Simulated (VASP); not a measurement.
Tl: single point with r2SCAN

Crystal: Tl.

```
Tl
1.0
     0.00000    2.46335    2.46335
     2.46335    0.00000    2.46335
     2.46335    2.46335    0.00000
Tl
1
Direct
  0.00000 0.00000 0.00000
```

| Quantity | Value |
| --- | --- |
| Program | VASP 6.6.1 |
| Task | single point |
| Functional | r2SCAN |
| Potentials or basis | VASP PAW PBE potentials, release 64 (Tl_d) |
| Cutoff | 520 eV |
| k mesh | 11 × 11 × 11 |
| Occupations | fermi-dirac, width 0.1 eV |
| Spin | non-collinear spin, zero start, spin-orbit coupling |
| Starting moments | [[0.0, 0.0, 0.0]] μB |

| Item | Value |
| --- | --- |
| Pressure | -0.4 GPa |
| Net moment | 0.00 μB per cell |
| Valence electrons inside the program's atomic spheres | Tl 11.20 |

Moments on the atoms (μB; x, y, z):
```
Tl  0.00 0.00 0.00
```

It took 7.7 min on 1 thread of AMD EPYC 9R45 96-Core Processor (Zen 5) (shared host), peak memory 0.28 GiB.

Caveat: the PAW data sets were made with another functional, which shifts forces and pressure a little.
